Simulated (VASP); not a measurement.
# MgO (P-1) in VASP: single point with PBE

Aim: the single point of MgO with PBE.

All numbers are computed with VASP 6.6.1; they aren't measurements. Logs are shortened: lines on timing, memory, paths and dates and some standing lists are left out, and cuts for length are marked.

### Step 1. The cell of the first run

The typed cell holds 12 atoms: a = 3.521 Å, b = 3.521 Å, c = 12.762 Å, α = 85.38°, β = 86.70°, γ = 60.00°.

### Step 2. Single point, PBE

INCAR reads:

```
PREC     = Accurate       # precision mode
ENCUT    = 520            # plane-wave cutoff, eV
EDIFF    = 1E-7           # SCF threshold, eV
ISMEAR   = 0              # smearing method
SIGMA    = 0.05           # smearing width, eV
LREAL    = False          # projectors in reciprocal space
LASPH    = True           # aspherical terms in the spheres
NELM     = 80             # most SCF steps
ALGO     = Normal         # electronic algorithm
ISIF     = 2              # what is computed and relaxed
LWAVE    = False          # write WAVECAR
LCHARG   = False          # write CHGCAR
GGA      = PE             # functional
NBANDS   = 36             # bands
```

KPOINTS reads:

```
Automatic mesh
0
Gamma
  7 7 2
```

POSCAR reads:

```
MgO
1.0
   -3.5213164963      0.0000000000      0.0000000000
   -1.7606582481     -3.0495495406      0.0000000000
   -0.7336076034     -0.7623873852     12.7181472718
Mg O
6 6
Direct
    0.6597208333      0.6458291667      0.0833500000
    0.6319430556      0.5624958333      0.4166833333
    0.6041652778      0.4791625000      0.7500166667
    0.2569430556      0.1041625000      0.9166833333
    0.3124986111      0.2708291667      0.2500166667
    0.2847208333      0.1874958333      0.5833500000
    0.5902763889      0.4374958333      0.9166833333
    0.6458319444      0.6041625000      0.2500166667
    0.6180541667      0.5208291667      0.5833500000
    0.3263875000      0.3124958333      0.0833500000
    0.2986097222      0.2291625000      0.4166833333
    0.2708319444      0.1458291667      0.7500166667
```

Potentials or basis: VASP PAW PBE potentials, release 64 (Mg, O).

Started as:

```console
$ cat potpaw_PBE.64/Mg/POTCAR potpaw_PBE.64/O/POTCAR > POTCAR
$ mpirun -np 1 vasp_std > vasp.out
```

OUTCAR:

```text
PREC = Accurate
   ENCUT = 520
   EDIFF = 1E-7
   ISMEAR = 0
   LREAL = False
   LASPH = True
   NELM = 80
   ISIF = 2
   GGA = PE

 ion  position               nearest neighbor table
   1  0.660  0.646  0.083-  10 2.03  10 2.03  10 2.03   8 2.12   7 2.37   4 2.58   5 2.94   5 2.94
                             5 2.94   4 2.95
   2  0.632  0.562  0.417-  11 2.03  11 2.03  11 2.03   8 2.12   9 2.12   5 2.94   5 2.94   5 2.94
                             6 2.94   6 2.94   6 2.94
   3  0.604  0.479  0.750-  12 2.03  12 2.03  12 2.03   7 2.12   9 2.12   4 2.94   4 2.94   4 2.94
                             6 2.94   6 2.94   6 2.94
   4  0.257  0.104  0.917-   7 2.03   7 2.03   7 2.03  12 2.12  10 2.37   1 2.58   3 2.94   3 2.94
                             3 2.94   1 2.95
   5  0.312  0.271  0.250-   8 2.03   8 2.03   8 2.03  11 2.12  10 2.12   2 2.94   2 2.94   2 2.94
                             1 2.94   1 2.94   1 2.94
   6  0.285  0.187  0.583-   9 2.03   9 2.03   9 2.03  12 2.12  11 2.12   2 2.94   3 2.94   3 2.94
                             2 2.94   2 2.94   3 2.94
   7  0.590  0.437  0.917-   4 2.03   4 2.03   4 2.03   3 2.12   1 2.37
   8  0.646  0.604  0.250-   5 2.03   5 2.03   5 2.03   2 2.12   1 2.12
   9  0.618  0.521  0.583-   6 2.03   6 2.03   6 2.03   3 2.12   2 2.12
  10  0.326  0.312  0.083-   1 2.03   1 2.03   1 2.03   5 2.12   4 2.37
  11  0.299  0.229  0.417-   2 2.03   2 2.03   2 2.03   5 2.12   6 2.12
  12  0.271  0.146  0.750-   3 2.03   3 2.03   3 2.03   4 2.12   6 2.12

  LATTYP: Found a triclinic cell.
 ALAT       =     3.5213164963
 B/A-ratio  =     1.7320508076
 C/A-ratio  =     4.2780543480
 COS(alpha) =     0.0168695341
 COS(beta)  =     0.2824492713
 COS(gamma) =     0.8660254038

  Lattice vectors:

 A1 = (   3.5213164963,   0.0000000000,   0.0000000000)
 A2 = (   5.2819747445,  -3.0495495406,   0.0000000000)
 A3 = (   4.2549240996,   6.8614864664, -12.7181472718)

Analysis of symmetry for initial positions (statically):
=====================================================================
 Subroutine PRICEL returns:
 Original cell was already a primitive cell.

 Routine SETGRP: Setting up the symmetry group for a
 triclinic supercell.

 Subroutine GETGRP returns: Found  2 space group operations
 (whereof  1 operations were pure point group operations)
 out of a pool of  2 trial point group operations.

The static configuration has the point symmetry C_1 .
 The point group associated with its full space group is S_2 .

Analysis of symmetry for dynamics (positions and initial velocities):
=====================================================================
 Subroutine PRICEL returns:
 Original cell was already a primitive cell.

 Routine SETGRP: Setting up the symmetry group for a
 triclinic supercell.

 Subroutine GETGRP returns: Found  2 space group operations
 (whereof  1 operations were pure point group operations)
 out of a pool of  2 trial point group operations.

The dynamic configuration has the point symmetry C_1 .
 The point group associated with its full space group is S_2 .

 Subroutine INISYM returns: Found  2 space group operations
 (whereof  1 operations are pure point group operations),
 and found     1 'primitive' translations

----------------------------------------------------------------------------------------

                                     Primitive cell

  volume of cell :     136.5729

  direct lattice vectors                    reciprocal lattice vectors
    -3.521316496  0.000000000  0.000000000    -0.283984697  0.163958642 -0.006552317
    -1.760658248 -3.049549541  0.000000000     0.000000000 -0.327917283 -0.019656951
    -0.733607603 -0.762387385 12.718147272     0.000000000  0.000000000  0.078627805

  length of vectors
     3.521316496  3.521316496 12.762079951     0.327982739  0.328505921  0.078627805

  position of ions in fractional coordinates (direct lattice)
     0.659720833  0.645829167  0.083350000
     0.631943056  0.562495833  0.416683333
     0.604165278  0.479162500  0.750016667
     0.256943056  0.104162500  0.916683333
     0.312498611  0.270829167  0.250016667
     0.284720833  0.187495833  0.583350000
[... 27 lines left out ...]
 Grid dimensions read from file:
 generate k-points for:    7    7    2

 Generating k-lattice:

  Cartesian coordinates                     Fractional coordinates (reciprocal lattice)
    -0.040569242  0.023422663 -0.000936045     0.142857143  0.000000000  0.000000000
     0.000000000 -0.046845326 -0.002808136     0.000000000  0.142857143  0.000000000
     0.000000000  0.000000000  0.039313902     0.000000000  0.000000000  0.500000000

  Length of vectors
     0.046854677  0.046929417  0.039313902

  Shift w.r.t. Gamma in fractional coordinates (k-lattice)
     0.000000000  0.000000000  0.000000000

 Subroutine IBZKPT returns following result:
 ===========================================

 Found     50 irreducible k-points:

 Following reciprocal coordinates:
            Coordinates               Weight
  0.000000  0.000000  0.000000      1.000000
  0.142857  0.000000 -0.000000      2.000000
  0.285714  0.000000 -0.000000      2.000000
  0.428571  0.000000 -0.000000      2.000000
  0.000000  0.142857  0.000000      2.000000
  0.142857  0.142857 -0.000000      2.000000
[... 16 lines left out ...]
 -0.428571  0.428571  0.000000      2.000000
 -0.285714  0.428571  0.000000      2.000000
 [... further k-points ...]
   k-points           NKPTS =     50   k-points in BZ     NKDIM =     50   number of bands    NBANDS=     36
   number of dos      NEDOS =    301   number of ions     NIONS =     12
   total plane-waves  NPLWV =  75264
   dimension x,y,z NGX =    28 NGY =   28 NGZ =   96
   dimension x,y,z NGXF=    56 NGYF=   56 NGZF=  192
   ions per type =               6   6
   NGX,Y,Z   is equivalent  to a cutoff of  13.22, 13.22, 12.51 a.u.
   NGXF,Y,Z  is equivalent  to a cutoff of  26.44, 26.44, 25.01 a.u.
 SYSTEM =  unknown system
   PREC   = accura    normal or accurate (medium, high low for compatibility)
   ISTART =      0    job   : 0-new  1-cont  2-samecut
   ICHARG =      2    charge: 1-file 2-atom 10-const
   ISPIN  =      1    spin polarized calculation?
   LNONCOLLINEAR =      F non collinear calculations
   LSORBIT =      F    spin-orbit coupling
   LASPH  =      T    aspherical Exc in radial PAW
   ENCUT  =  520.0 eV  38.22 Ry    6.18 a.u.   6.55  6.55 23.73*2*pi/ulx,y,z
   NELM   =     80;   NELMIN=  2; NELMDL= -5     # of ELM steps
   EDIFF  = 0.1E-06   stopping-criterion for ELM
   LREAL  =      F    real-space projection
   EDIFFG = 0.1E-05   stopping-criterion for IOM
   NSW    =      0    number of steps for IOM
   IBRION =     -1    ionic relax: 0-MD 1-quasi-New 2-CG
   NFREE  =      0    steps in history (QN), initial steepest desc. (CG)
   ISIF   =      2    stress and relaxation
   ISYM   =      2    0-nonsym 1-usesym 2-fastsym
   POTIM  = 0.5000    time-step for ionic-motion
   TEBEG  =    0.0;   TEEND  =   0.0 temperature during run
   PSTRESS=    0.0 pullay stress
   NELECT =      48.0000    total number of electrons
   NUPDOWN=      -1.0000    fix difference up-down
   EMIN   =  10.00;   EMAX   =-10.00  energy-range for DOS
   EFERMI =   0.00;   METHOD = LEGACY
   ISMEAR =     0;   SIGMA  =   0.05  broadening in eV -4-tet -1-fermi 0-gaus
   EFERMI_NEDOS =   21; number of points for ismear=-14 and -15
   IALGO  =     38    algorithm
   IMIX   =      4    mixing-type and parameters
     AMIX     =   0.40;   BMIX     =  1.00
     AMIX_MAG =   1.60;   BMIX_MAG =  1.00
  volume/ion in A,a.u.               =      11.38        76.80
  Fermi-wavevector in a.u.,A,eV,Ry     =   1.155315  2.183229 18.160411  1.334753
  Thomas-Fermi vector in A             =   2.291944
   LORBIT       =      0    0 simple, 1 ext, 2 COOP (PROOUT), +10 PAW based schemes
   GGA     = PE    functional components
   LHFCALC =     F    Hartree Fock is set to
   AEXX    =    0.0000 exact exchange contribution
   IVDW    =     0    specifies the selected vdW correction
   LEPSILON=     F    determine dielectric tensor
   LRPA    =     F    only Hartree local field effects (RPA)
 non-spin polarized calculation
 Gauss-broadening in eV      SIGMA  =   0.05
  energy-cutoff  :      520.00
  volume of cell :      136.57
 maximum number of plane-waves:      3728
 NGX is ok and might be reduce to    28
   NGX = 13   NGY = 13   NGZ = 47

 number of electron      47.9999987 magnetization

 Free energy of the ion-electron system (eV)
  ---------------------------------------------------
  ext. energy  EPLUGINS =         0.00000000
  ---------------------------------------------------
  free energy    TOTEN  =       -69.47199582 eV

  energy without entropy =      -69.47199582  energy(sigma->0) =      -69.47199582

 E-fermi :   2.6578     XC(G=0):  -9.9461

 val. band max:        2.3540997941   @ k =   0.0000   0.0000   0.0000
 cond. band min:       4.7472000789   @ k =   0.0000   0.0000   0.0000
 fundamental gap:      2.3931002848
 Fermi energy:         2.6577931912

 k-point     1 :       0.0000    0.0000    0.0000
  band No.  band energies     occupation
      1     -14.9415      2.00000
      2     -14.6260      2.00000
      3     -14.5810      2.00000
      4     -13.9518      2.00000
      5     -13.8752      2.00000
      6     -13.5332      2.00000
[... 925 lines left out ...]
     35      12.9341      0.00000
     36      13.0583      0.00000

 [... further k-points ...]

------------------------ aborting loop because EDIFF is reached ----------------------------------------

  FORCE on cell =-STRESS in cart. coord.  units (eV):
  Direction    XX          YY          ZZ          XY          YZ          ZX
  --------------------------------------------------------------------------------------
  -------------------------------------------------------------------------------------
  Total       -1.3679317     -2.7961845      4.1606839     -1.5071749      3.6610774      3.8208936
  in kB      -16.0476117    -32.8028669     48.8102128    -17.6811146     42.9491807     44.8240321
  external PRESSURE =      -0.0134219 kB  Pullay stress =       0.0000000 kB

 VOLUME and BASIS-vectors are now :
 -----------------------------------------------------------------------------
  energy-cutoff  :      520.00
  volume of cell :      136.57
      direct lattice vectors                 reciprocal lattice vectors
    -3.521316496  0.000000000  0.000000000    -0.283984697  0.163958642 -0.006552317
    -1.760658248 -3.049549541  0.000000000     0.000000000 -0.327917283 -0.019656951
    -0.733607603 -0.762387385 12.718147272     0.000000000  0.000000000  0.078627805

 POSITION                                       TOTAL-FORCE (eV/Angst)
 -----------------------------------------------------------------------------------
     -3.52132     -2.03303      1.06006        -0.025875      0.867992      1.113748
     -3.52132     -2.03303      5.29944         0.001537      0.000095      0.002416
     -3.52132     -2.03303      9.53882        -0.049245     -0.028665     -0.045922
     -1.76066     -1.01652     11.65851         0.025875     -0.867992     -1.113748
     -1.76066     -1.01652      3.17975         0.049245      0.028665      0.045922
     -1.76066     -1.01652      7.41913        -0.001537     -0.000095     -0.002416
     -3.52132     -2.03303     11.65851        -1.540722     -0.758521     -0.992914
     -3.52132     -2.03303      3.17975         0.044641      0.006373     -0.010355
     -3.52132     -2.03303      7.41913         0.000256      0.000912     -0.001754
     -1.76066     -1.01652      1.06006         1.540722      0.758521      0.992914
     -1.76066     -1.01652      5.29944        -0.000256     -0.000912      0.001754
     -1.76066     -1.01652      9.53882        -0.044641     -0.006373      0.010355
 -----------------------------------------------------------------------------------
    total drift:                               -0.000021      0.000016      0.000020

  FREE ENERGIE OF THE ION-ELECTRON SYSTEM (eV)
  ---------------------------------------------------
  free  energy   TOTEN  =       -69.4719958161 eV

  energy  without entropy=      -69.4719958161  energy(sigma->0) =      -69.47199582
```

Run time: 3.4 min. Hardware: 1 thread of Intel Xeon Platinum 8488C (Sapphire Rapids), shared host; peak memory 0.36 GiB.

What came out:

```yaml
Free_energy: -69.4720 eV
Pressure: 0.0 GPa
Largest_force: 1.984 eV/Å
Band_gap_on_the_k_mesh: 2.39 eV, direct
```

Forces in eV/Å, atoms in the order of the input:
```
Mg  -0.026  0.868  1.114
Mg   0.002  0.000  0.002
Mg  -0.049 -0.029 -0.046
Mg   0.026 -0.868 -1.114
Mg   0.049  0.029  0.046
Mg  -0.002  0.000 -0.002
O   -1.541 -0.759 -0.993
O    0.045  0.006 -0.010
O    0.000  0.001 -0.002
O    1.541  0.759  0.993
O    0.000 -0.001  0.002
O   -0.045 -0.006  0.010
```

Levels at points of the mesh, in eV from the valence-band top:
| k point | band 21 | band 22 | band 23 | band 24 | band 25 | band 26 | band 27 | band 28 |
| --- | --- | --- | --- | --- | --- | --- | --- | --- |
| (0.00, 0.00, 0.00) | -1.34 | -1.31 | -1.22 | 0.00 | 2.39 | 4.02 | 4.46 | 6.73 |
| (0.00, 0.00, 0.50) | -1.31 | -1.26 | -1.00 | -0.24 | 2.72 | 3.35 | 5.36 | 5.69 |

Caveat: forces of over 1 eV/Å act on the atoms, so gaps and moduli don't describe the material at rest. A k mesh can miss the band edges.
